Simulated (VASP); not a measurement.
**ZnO: single point with r2SCAN**

ZnO:

```
CELL_PARAMETERS angstrom
3.26755 0.00000 0.00000
-1.63377 2.82978 0.00000
0.00000 0.00000 5.15803
ATOMIC_POSITIONS crystal
Zn 0.33333 0.66667 0.49707
Zn 0.66667 0.33333 0.99707
O 0.66667 0.33333 0.38194
O 0.33333 0.66667 0.88194
```

This cell differs from its parent crystal: in-plane strain +0.01, then relaxed in part.

```
Program             : VASP 6.6.1
Task                : single point
Functional          : r2SCAN
Potentials or basis : VASP PAW PBE potentials, release 64 (Zn, O)
Cutoff              : 520 eV
k mesh              : 8 × 8 × 4
Occupations         : gaussian, width 0.01 eV
Spin                : no spin polarisation
```

```json
{
  "Pressure": "-0.5 GPa",
  "Largest force": "0.010 eV/Å",
  "Band gap on the k mesh": "1.24 eV, direct"
}
```

Forces in eV/Å, atoms in the order of the input:
```
Zn   0.000  0.000 -0.010
Zn   0.000  0.000 -0.010
O    0.000  0.000  0.010
O    0.000  0.000  0.010
```

Stress tensor (GPa, compression positive):
```
-1.25  0.00  0.00
 0.00 -1.25  0.00
 0.00  0.00  1.14
```

Levels at points of the mesh, in eV from the valence-band top:
```csv
k point,band 16,band 17,band 18,band 19,band 20,band 21
"(0.00, 0.00, 0.00)",-0.09,0.00,0.00,1.24,5.76,8.98
"(0.50, 0.00, 0.00)",-2.34,-1.25,-0.89,6.38,7.32,8.24
"(0.00, 0.00, 0.50)",-0.40,-0.40,-0.40,3.95,3.95,10.91
"(0.50, 0.00, 0.50)",-1.57,-1.31,-1.31,6.28,6.28,9.12
```

Run time: 100 s on 1 thread of Intel Xeon 6975P-C, on a shared host, peak memory 0.18 GiB.

Caveat: the cell differs from its parent crystal (in-plane strain +0.01, then relaxed in part); the PAW data sets were made with another functional, which shifts forces and pressure a little.
